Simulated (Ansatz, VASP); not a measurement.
One calculation of AgCl, two programs

```
Ag Cl
1.0
     0.00000    2.73275    2.73275
     2.73275    0.00000    2.73275
     2.73275    2.73275    0.00000
Ag Cl
1 1
Direct
  0.50000 0.50000 0.50000
  0.00000 0.00000 0.00000
```

Alike in both runs: task single point; functional PBE; k mesh 8 × 8 × 8; occupations gaussian, width 0.02 eV; no spin polarisation.

|  | VASP | Ansatz |
| --- | --- | --- |
| version | VASP 6.6.1 | Ansatz 0.2.0 |
| potentials or method | VASP PAW PBE potentials, release 64 (Ag, Cl), cutoff 520 eV | scalar-relativistic, plane waves, PAW |
| valence electrons in the cell | 18 | 26 |

Ansatz gave:

| Property | Result |
| --- | --- |
| gap on the k mesh at the Fermi level (eV) | 0.90 |
| least direct gap on the mesh (eV) | 3.33 |
| pressure (GPa) | 4.1 |

**Question.** Which values does VASP return?

**Answer.** gap on the k mesh at the Fermi level (eV): 0.90; least direct gap on the mesh (eV): 3.33; pressure (GPa): 3.9.

The functional is the same, so the differences come from potentials, cutoffs and numerics. VASP's potentials hold 18 valence electrons a cell and Ansatz's 26, so a difference there can come from the potentials and not from the codes.
